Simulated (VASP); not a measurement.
# LiNbO3 (R3c) in VASP: single point with LDA

Aim: the single point of LiNbO3 with LDA.

All numbers are computed with VASP 6.6.1; they aren't measurements. Logs are shortened: lines on timing, memory, paths and dates and some standing lists are left out, and cuts for length are marked.

**1. The cell of the first run**

It takes space group R3c (No. 161, trigonal). Conventional cell: a = 5.254 Å, b = 5.254 Å, c = 13.876 Å, α = 90.00°, β = 90.00°, γ = 120.00°. Within 2.9 Å of Li (site symmetry 3) lie 6 O at 2.19 to 2.22 Å. Nb (site symmetry 3) has 6 O at 1.88 to 2.13 Å within 2.5 Å. Within 2.5 Å of O (site symmetry 1) lie 2 Nb at 1.88 to 2.13 Å and 2 Li at 2.19 to 2.22 Å.

**2. Single point, LDA**

File INCAR:

```
SYSTEM = LiNbO3
  ALGO = Normal
  EDIFF = 1E-6
  ENCUT = 520
  GGA = CA
  ISIF = 2
  ISMEAR = 0
  LASPH = .TRUE.
  LCHARG = .FALSE.
  LREAL = .FALSE.
  LWAVE = .FALSE.
  NBANDS = 45
  NELM = 60
  PREC = Accurate
  SIGMA = 0.01
```

File KPOINTS:

```
k-points
0
G
  5 5 5
  0 0 0
```

File POSCAR:

```
LiNbO3
1.0
    2.6270998535      1.5167568076      4.6253000000
   -2.6270998535      1.5167568076      4.6253000000
    0.0000000000     -3.0335136152      4.6253000000
Li Nb O
2 2 6
Direct
    0.2995028222      0.2995028222      0.2995028222
    0.7995028222      0.7995028222      0.7995028222
    0.0145316202      0.0145316202      0.0145316202
    0.5145316202      0.5145316202      0.5145316202
    0.1406445497      0.3591733685      0.7363476395
    0.7363476395      0.1406445497      0.3591733685
    0.3591733685      0.7363476395      0.1406445497
    0.2363476395      0.8591733685      0.6406445497
    0.8591733685      0.6406445497      0.2363476395
    0.6406445497      0.2363476395      0.8591733685
```

Potentials or basis: VASP PAW LDA potentials, release 64 (Li_sv, Nb_sv, O).

On the command line:

```
> cat potpaw_LDA.64/Li_sv/POTCAR potpaw_LDA.64/Nb_sv/POTCAR potpaw_LDA.64/O/POTCAR > POTCAR
> mpirun -np 1 vasp_std > vasp.out
```

OUTCAR:

```text
SYSTEM = LiNbO3
   EDIFF = 1E-6
   ENCUT = 520
   GGA = CA
   ISIF = 2
   ISMEAR = 0
   LASPH = .TRUE.
   LREAL = .FALSE.
   NELM = 60
   PREC = Accurate

 ion  position               nearest neighbor table
   1  0.300  0.300  0.300-   8 2.19  10 2.19   9 2.19   5 2.22   7 2.22   6 2.22
   2  0.800  0.800  0.800-   7 2.19   6 2.19   5 2.19   9 2.22   8 2.22  10 2.22
   3  0.015  0.015  0.015-   5 1.88   6 1.88   7 1.88   9 2.13   8 2.13  10 2.13
   4  0.515  0.515  0.515-   9 1.88  10 1.88   8 1.88   5 2.13   7 2.13   6 2.13
   5  0.141  0.359  0.736-   3 1.88   4 2.13   2 2.19   1 2.22
   6  0.736  0.141  0.359-   3 1.88   4 2.13   2 2.19   1 2.22
   7  0.359  0.736  0.141-   3 1.88   4 2.13   2 2.19   1 2.22
   8  0.236  0.859  0.641-   4 1.88   3 2.13   1 2.19   2 2.22
   9  0.859  0.641  0.236-   4 1.88   3 2.13   1 2.19   2 2.22
  10  0.641  0.236  0.859-   4 1.88   3 2.13   1 2.19   2 2.22

  LATTYP: Found a trigonal (rhomboedric) cell.
 ALAT       =     5.5313294011
 COS(alpha) =     0.5488467280

  Lattice vectors:

 A1 = (   2.6270998535,   1.5167568076,   4.6253000000)
 A2 = (  -2.6270998535,   1.5167568076,   4.6253000000)
 A3 = (   0.0000000000,  -3.0335136152,   4.6253000000)

Analysis of symmetry for initial positions (statically):
=====================================================================
 Subroutine PRICEL returns:
 Original cell was already a primitive cell.

 Routine SETGRP: Setting up the symmetry group for a
 trigonal (rhombohedral) supercell.

 Subroutine GETGRP returns: Found  6 space group operations
 (whereof  3 operations were pure point group operations)
 out of a pool of 12 trial point group operations.

The static configuration has the point symmetry C_3 .
 The point group associated with its full space group is C_3v.

Analysis of symmetry for dynamics (positions and initial velocities):
=====================================================================
 Subroutine PRICEL returns:
 Original cell was already a primitive cell.

 Routine SETGRP: Setting up the symmetry group for a
 trigonal (rhombohedral) supercell.

 Subroutine GETGRP returns: Found  6 space group operations
 (whereof  3 operations were pure point group operations)
 out of a pool of 12 trial point group operations.

The dynamic configuration has the point symmetry C_3 .
 The point group associated with its full space group is C_3v.

 Subroutine INISYM returns: Found  6 space group operations
 (whereof  3 operations are pure point group operations),
 and found     1 'primitive' translations

----------------------------------------------------------------------------------------

                                     Primitive cell

  volume of cell :     110.5818

  direct lattice vectors                    reciprocal lattice vectors
     2.627099853  1.516756808  4.625300000     0.190323942  0.109883579  0.072067397
    -2.627099853  1.516756808  4.625300000    -0.190323942  0.109883579  0.072067397
     0.000000000 -3.033513615  4.625300000     0.000000000 -0.219767158  0.072067397

  length of vectors
     5.531329401  5.531329401  5.531329401     0.231281892  0.231281892  0.231281892

  position of ions in fractional coordinates (direct lattice)
     0.299502822  0.299502822  0.299502822
     0.799502822  0.799502822  0.799502822
     0.014531620  0.014531620  0.014531620
     0.514531620  0.514531620  0.514531620
     0.140644550  0.359173369  0.736347640
     0.736347640  0.140644550  0.359173369
     0.359173369  0.736347640  0.140644550
     0.236347640  0.859173369  0.640644550
     0.859173369  0.640644550  0.236347640
     0.640644550  0.236347640  0.859173369

  ion indices of the primitive-cell ions
   primitive index   ion index
                 1           1
                 2           2
                 3           3
                 4           4
                 5           5
                 6           6
                 7           7
                 8           8
                 9           9
                10          10

----------------------------------------------------------------------------------------

 KPOINTS: k-points

Automatic generation of k-mesh.
 Grid dimensions read from file:
 generate k-points for:    5    5    5

 Generating k-lattice:

  Cartesian coordinates                     Fractional coordinates (reciprocal lattice)
     0.038064788  0.021976716  0.014413479     0.200000000 -0.000000000  0.000000000
    -0.038064788  0.021976716  0.014413479    -0.000000000  0.200000000  0.000000000
     0.000000000 -0.043953432  0.014413479     0.000000000  0.000000000  0.200000000

  Length of vectors
     0.046256378  0.046256378  0.046256378

  Shift w.r.t. Gamma in fractional coordinates (k-lattice)
     0.000000000  0.000000000  0.000000000

 Subroutine IBZKPT returns following result:
 ===========================================

 Found     19 irreducible k-points:

 Following reciprocal coordinates:
            Coordinates               Weight
  0.000000  0.000000  0.000000      1.000000
  0.200000  0.000000 -0.000000      6.000000
  0.400000 -0.000000  0.000000      6.000000
  0.200000  0.200000  0.000000      6.000000
  0.400000  0.200000  0.000000     12.000000
 -0.400000  0.200000  0.000000     12.000000
[... 11 lines left out ...]
  0.400000  0.400000  0.400000      2.000000
 -0.400000  0.400000  0.400000      6.000000
   k-points           NKPTS =     19   k-points in BZ     NKDIM =     19   number of bands    NBANDS=     45
   number of dos      NEDOS =    301   number of ions     NIONS =     10
   total plane-waves  NPLWV =  74088
   dimension x,y,z NGX =    42 NGY =   42 NGZ =   42
   dimension x,y,z NGXF=    84 NGYF=   84 NGZF=   84
   ions per type =               2   2   6
   NGX,Y,Z   is equivalent  to a cutoff of  12.62, 12.62, 12.62 a.u.
   NGXF,Y,Z  is equivalent  to a cutoff of  25.25, 25.25, 25.25 a.u.
 SYSTEM =  LiNbO3
   PREC   = accura    normal or accurate (medium, high low for compatibility)
   ISTART =      0    job   : 0-new  1-cont  2-samecut
   ICHARG =      2    charge: 1-file 2-atom 10-const
   ISPIN  =      1    spin polarized calculation?
   LNONCOLLINEAR =      F non collinear calculations
   LSORBIT =      F    spin-orbit coupling
   LASPH  =      T    aspherical Exc in radial PAW
   ENCUT  =  520.0 eV  38.22 Ry    6.18 a.u.  10.28 10.28 10.28*2*pi/ulx,y,z
   NELM   =     60;   NELMIN=  2; NELMDL= -5     # of ELM steps
   EDIFF  = 0.1E-05   stopping-criterion for ELM
   LREAL  =      F    real-space projection
   EDIFFG = 0.1E-04   stopping-criterion for IOM
   NSW    =      0    number of steps for IOM
   IBRION =     -1    ionic relax: 0-MD 1-quasi-New 2-CG
   NFREE  =      0    steps in history (QN), initial steepest desc. (CG)
   ISIF   =      2    stress and relaxation
   ISYM   =      2    0-nonsym 1-usesym 2-fastsym
   POTIM  = 0.5000    time-step for ionic-motion
   TEBEG  =    0.0;   TEEND  =   0.0 temperature during run
   PSTRESS=    0.0 pullay stress
   NELECT =      68.0000    total number of electrons
   NUPDOWN=      -1.0000    fix difference up-down
   EMIN   =  10.00;   EMAX   =-10.00  energy-range for DOS
   EFERMI =   0.00;   METHOD = LEGACY
   ISMEAR =     0;   SIGMA  =   0.01  broadening in eV -4-tet -1-fermi 0-gaus
   EFERMI_NEDOS =   21; number of points for ismear=-14 and -15
   IALGO  =     38    algorithm
   IMIX   =      4    mixing-type and parameters
     AMIX     =   0.40;   BMIX     =  1.00
     AMIX_MAG =   1.60;   BMIX_MAG =  1.00
  volume/ion in A,a.u.               =      11.06        74.62
  Fermi-wavevector in a.u.,A,eV,Ry     =   1.392141  2.630765 26.368862  1.938057
  Thomas-Fermi vector in A             =   2.515912
   LORBIT       =      0    0 simple, 1 ext, 2 COOP (PROOUT), +10 PAW based schemes
   GGA     = CA    functional components
   LHFCALC =     F    Hartree Fock is set to
   AEXX    =    0.0000 exact exchange contribution
   IVDW    =     0    specifies the selected vdW correction
   LEPSILON=     F    determine dielectric tensor
   LRPA    =     F    only Hartree local field effects (RPA)
 non-spin polarized calculation
 Gauss-broadening in eV      SIGMA  =   0.01
  energy-cutoff  :      520.00
  volume of cell :      110.58
 maximum number of plane-waves:      2992
 NGX is ok and might be reduce to    42
   NGX = 21   NGY = 21   NGZ = 21

 number of electron      68.0000001 magnetization

 Free energy of the ion-electron system (eV)
  ---------------------------------------------------
  ext. energy  EPLUGINS =         0.00000000
  ---------------------------------------------------
  free energy    TOTEN  =       -87.34716864 eV

  energy without entropy =      -87.34716864  energy(sigma->0) =      -87.34716864

 E-fermi :   3.1457     XC(G=0): -11.0947

 val. band max:        2.9868874115   @ k =   0.0000   0.0000   0.0000
 cond. band min:       6.3425486424   @ k =   0.0000   0.0000   0.0000
 fundamental gap:      3.3556612309
 Fermi energy:         3.1456574615

 k-point     1 :       0.0000    0.0000    0.0000
  band No.  band energies     occupation
      1     -50.8717      2.00000
      2     -50.8582      2.00000
      3     -38.8294      2.00000
      4     -38.8270      2.00000
      5     -27.3520      2.00000
      6     -27.3520      2.00000
[... 37 lines left out ...]
     44      12.4409      0.00000
     45      12.9820      0.00000

 k-point     2 :       0.2000    0.0000   -0.0000
  band No.  band energies     occupation
      1     -50.8704      2.00000
      2     -50.8595      2.00000
      3     -38.8292      2.00000
      4     -38.8273      2.00000
      5     -27.3397      2.00000
      6     -27.3382      2.00000
[... 808 lines left out ...]
 k-point    19 :      -0.4000    0.4000    0.4000
  band No.  band energies     occupation
      1     -50.8654      2.00000
      2     -50.8645      2.00000
      3     -38.8283      2.00000
      4     -38.8282      2.00000
      5     -27.3333      2.00000
      6     -27.3059      2.00000
[... 37 lines left out ...]
     44      11.8682      0.00000
     45      11.9593      0.00000

------------------------ aborting loop because EDIFF is reached ----------------------------------------

  FORCE on cell =-STRESS in cart. coord.  units (eV):
  Direction    XX          YY          ZZ          XY          YZ          ZX
  --------------------------------------------------------------------------------------
  -------------------------------------------------------------------------------------
  Total       -5.8686473     -5.8686473     -4.8048420      0.0000000      0.0000000     -0.0000000
  in kB      -85.0285754    -85.0285754    -69.6155093      0.0000000      0.0000000     -0.0000000
  external PRESSURE =     -79.8908867 kB  Pullay stress =       0.0000000 kB

 VOLUME and BASIS-vectors are now :
 -----------------------------------------------------------------------------
  energy-cutoff  :      520.00
  volume of cell :      110.58
      direct lattice vectors                 reciprocal lattice vectors
     2.627099853  1.516756808  4.625300000     0.190323942  0.109883579  0.072067397
    -2.627099853  1.516756808  4.625300000    -0.190323942  0.109883579  0.072067397
     0.000000000 -3.033513615  4.625300000     0.000000000 -0.219767158  0.072067397

 POSITION                                       TOTAL-FORCE (eV/Angst)
 -----------------------------------------------------------------------------------
      0.00000      0.00000      4.15587         0.000000      0.000000     -0.002920
      0.00000      0.00000     11.09382         0.000000      0.000000     -0.002920
      0.00000      0.00000      0.20164         0.000000     -0.000000     -0.063240
      0.00000      0.00000      7.13959         0.000000      0.000000     -0.063240
     -0.57410     -1.47562      5.71764        -0.013424      0.032911      0.022053
      1.56497      0.24063      5.71764        -0.021790     -0.028082      0.022053
     -0.99087      1.23499      5.71764         0.035214     -0.004830      0.022053
     -1.63623     -0.28177      8.03029        -0.035214     -0.004830      0.022053
      0.57410      1.55790      8.03029         0.013424      0.032911      0.022053
      1.06213     -1.27613      8.03029         0.021790     -0.028082      0.022053
 -----------------------------------------------------------------------------------
    total drift:                               -0.000000     -0.000000      0.002188

  FREE ENERGIE OF THE ION-ELECTRON SYSTEM (eV)
  ---------------------------------------------------
  free  energy   TOTEN  =       -87.3471686393 eV

  energy  without entropy=      -87.3471686393  energy(sigma->0) =      -87.34716864
```

Run time: 2.2 min. Hardware: 1 thread of Intel Xeon 6975P-C, shared host; peak memory 0.25 GiB.

Results:

```
Free energy            : -87.3472 eV
Largest force          : 0.063 eV/Å
Band gap on the k mesh : 3.36 eV, direct
```

Forces on the atoms (eV/Å):
```
Li   0.000  0.000 -0.003
Li   0.000  0.000 -0.003
Nb   0.000  0.000 -0.063
Nb   0.000  0.000 -0.063
O   -0.013  0.033  0.022
O   -0.022 -0.028  0.022
O    0.035 -0.005  0.022
O   -0.035 -0.005  0.022
O    0.013  0.033  0.022
O    0.022 -0.028  0.022
```

Levels at points of the mesh, in eV from the valence-band top:
| k point | band 31 | band 32 | band 33 | band 34 | band 35 | band 36 | band 37 | band 38 |
| --- | --- | --- | --- | --- | --- | --- | --- | --- |
| (0.00, 0.00, 0.00) | -0.72 | -0.37 | 0.00 | 0.00 | 3.36 | 3.36 | 3.81 | 5.16 |

Caveat: the cutoff is under 1.25 times the usual one of these potentials, so pressure, stress and relaxed cells hold a basis-set (Pulay) error.
